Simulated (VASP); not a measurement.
Crystal: Al.

```xyz
8
Lattice="5.3261 0.0000 0.0000 0.0000 6.7580 0.0000 0.0000 0.0000 4.8855" Properties=species:S:1:pos:R:3 pbc="T T T"
Al    2.4764    0.0000    3.6640
Al    0.1866    0.0000    3.6640
Al    2.8497    0.0000    1.2215
Al    5.1394    0.0000    1.2215
Al    0.0000    2.1436    0.0000
Al    2.6630    4.6144    0.0000
Al    0.0000    4.6144    0.0000
Al    2.6630    2.1436    0.0000
```

```yaml
Program: VASP 6.6.1
Task: relaxation of cell and atoms
Functional: PBE
Potentials_or_basis: VASP PAW PBE potentials, release 64 (Al)
Cutoff: 600 eV
k_mesh: 4 × 4 × 4
Occupations: gaussian, width 0.1 eV
Spin: no spin polarisation
```

At the start: pressure 13.8 GPa; volume 21.98 Å³/atom.

Task: How do energy, volume and symmetry change on relaxing?

Result: Over 11 steps the energy falls by 311.8 meV/atom and the volume is 27.01 Å³/atom (+22.9 %); space group Pmmm (No. 47, to 0.05 Å).

The path:
```tsv
step	energy change (eV)	largest force (eV/Å)	pressure (GPa)	volume (Å³)
1	0.0000	2.8146	13.77	175.85
2	-1.9361	0.7041	-2.34	228.42
3	-2.0319	0.6977	-0.40	216.31
4	-2.2764	0.4572	-0.44	216.88
5	-2.4225	0.3634	-0.11	217.33
6	-2.4233	0.3676	-0.06	217.35
7	-2.4547	0.2596	-0.09	217.07
8	-2.4733	0.2565	-0.08	216.57
9	-2.4898	0.1223	0.03	215.73
10	-2.4902	0.1110	0.06	215.58
11	-2.4947	0.0240	-0.01	216.07
```

Final structure:
```xyz
8
Lattice="5.4613 0.0000 0.0000 0.0000 6.9561 0.0000 0.0000 0.0000 5.6875" Properties=species:S:1:pos:R:3 pbc="T T T"
Al    2.7330    6.9561    4.1761
Al    5.4589    6.9561    4.1761
Al    2.7283    6.9561    1.5114
Al    0.0024    6.9561    1.5114
Al    5.4613    2.1708    0.0000
Al    2.7307    4.7853    0.0000
Al    5.4613    4.7853    0.0000
Al    2.7307    2.1708    0.0000
```

Caveat: the volume moved by over 15 % at a fixed basis, so the end points are rough.
